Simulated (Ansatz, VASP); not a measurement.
Ni: VASP beside Ansatz

POSCAR

```
Ni
1.0
   -1.3837154700      1.3837154700      1.3837154700
    1.3837154700     -1.3837154700      1.3837154700
    1.3837154700      1.3837154700     -1.3837154700
Ni
1
Direct
    0.0000000000      0.0000000000      0.0000000000
```

Contents of INCAR.step1:

```
SYSTEM = Ni
  PREC = Accurate
  ENCUT = 520
  ISMEAR = 0
  SIGMA = 0.05
  LREAL = .False.
  LASPH = .True.
  NELM = 150
  ISPIN = 2
  MAGMOM = 0.59
  LMAXMIX = 4
  NBANDS = 15
  GGA = PE
  ALGO = Normal
  EDIFF = 1E-4
  LWAVE = .True.
  LCHARG = .False.
```

File INCAR.step2:

```
SYSTEM = Ni
  PREC = Accurate
  ENCUT = 520
  EDIFF = 1E-6
  ISMEAR = 0
  SIGMA = 0.05
  LREAL = .False.
  LASPH = .True.
  NELM = 150
  ALGO = Normal
  ISIF = 2
  LWAVE = .False.
  LCHARG = .False.
  ISPIN = 2
  MAGMOM = 0.59
  LORBIT = 11
  LMAXMIX = 4
  METAGGA = R2SCAN
  LMIXTAU = .True.
  NBANDS = 15
  ISTART = 1
```

The input KPOINTS:

```
regular mesh
0
Gamma
  18 18 18
  0 0 0
```

Input for Ansatz:

```yaml
crystal:
  lattice:
    - [-1.38371547, 1.38371547, 1.38371547]
    - [1.38371547, -1.38371547, 1.38371547]
    - [1.38371547, 1.38371547, -1.38371547]
  atoms:
    - { symbol: Ni, position: [0.0, 0.0, 0.0], spin: 0.59 }
magnetization:
  spin_polarized: true
basis:
  ecutwfc: 500
  fft_grid_basis: typed
kpoints:
  mp_grid: { grid: [18, 18, 18] }
hamiltonian:
  xc: r2scan
  pseudopotentials: { kind: paw }
scf:
  occupations: { method: gaussian, width: 0.05 }
output:
  forces: true
  stress: true
  eigenvalues: true
  bader: true
  write_density: true
  volumetric_format: npy
  populations: true
```

Alike in both runs: task single point; functional r2SCAN; k mesh 18 × 18 × 18; occupations gaussian, width 0.05 eV; collinear spin.

|  | VASP | Ansatz |
| --- | --- | --- |
| version | VASP 6.6.1 | Ansatz 0.2.0 |
| potentials or method | VASP PAW PBE potentials, release 64 (Ni), cutoff 520 eV | scalar-relativistic, plane waves, PAW |
| valence electrons in the cell | 10 | 18 |

Ansatz gave:

```
gap on the k mesh at the Fermi level (eV)                     : none
pressure (GPa)                                                : -0.4
net moment per atom (μB)                                      : 0.62
size of the moment on the site where the two differ most (μB) : 0.68
```

Task: Estimate VASP's values.

Result: gap on the k mesh at the Fermi level (eV): none; pressure (GPa): 0.1; net moment per atom (μB): 0.62; size of the moment on the site where the two differ most (μB): 0.63.

VASP's potentials were made for PBE, not for r2SCAN. Site moments also hang on the region over which each program counts them. A gap of «none» marks a metal or a gap that the smearing closes. VASP's potentials hold 10 valence electrons a cell and Ansatz's 18, so a difference there can come from the potentials and not from the codes. Ansatz's warnings: stability check not made.
